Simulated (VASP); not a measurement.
# CsBe: single point with PBE

CsBe:

```
Cs Be
1.0
     4.39350    0.00000    0.00000
     0.00000    4.39350    0.00000
     0.00000    0.00000    4.39350
Cs Be
1 1
Cartesian
  0.0000 0.0000 0.0000
  2.1968 2.1968 2.1968
```

```yaml
Program: VASP 6.6.1
Task: single point
Functional: PBE
Potentials_or_basis: VASP PAW PBE potentials, release 64 (Cs_sv, Be)
Cutoff: 520 eV
k_mesh: 12 × 12 × 12
Occupations: gaussian, width 0.1 eV
Spin: no spin polarisation
Dipole_correction: no
Further_INCAR_settings: ALGO = Normal; EDIFF = 1e-06; NBANDS = 12
```

- Pressure: 0.0 GPa

Levels at points of the mesh, in eV from the Fermi level:
| k point | band 2 | band 3 | band 4 | band 5 | band 6 | band 7 | band 8 | band 9 |
| --- | --- | --- | --- | --- | --- | --- | --- | --- |
| (0.00, 0.00, 0.00) | -9.31 | -9.31 | -9.31 | -3.83 | 1.96 | 1.96 | 2.35 | 2.35 |
| (0.50, 0.00, 0.00) | -9.91 | -9.25 | -9.25 | -2.30 | -1.02 | 1.70 | 1.70 | 2.82 |
| (0.50, 0.50, 0.00) | -9.78 | -9.78 | -9.19 | -2.61 | 0.65 | 0.65 | 2.22 | 2.70 |
| (0.50, 0.50, 0.50) | -9.68 | -9.68 | -9.68 | -1.42 | -0.48 | -0.48 | -0.48 | 6.07 |

Run time: 59 s on 1 thread of Oxide Virtual Turin-like Processor, on a shared host, peak memory 0.22 GiB.

Caveat: spin-orbit coupling is left out, which moves the levels of the heavy elements.
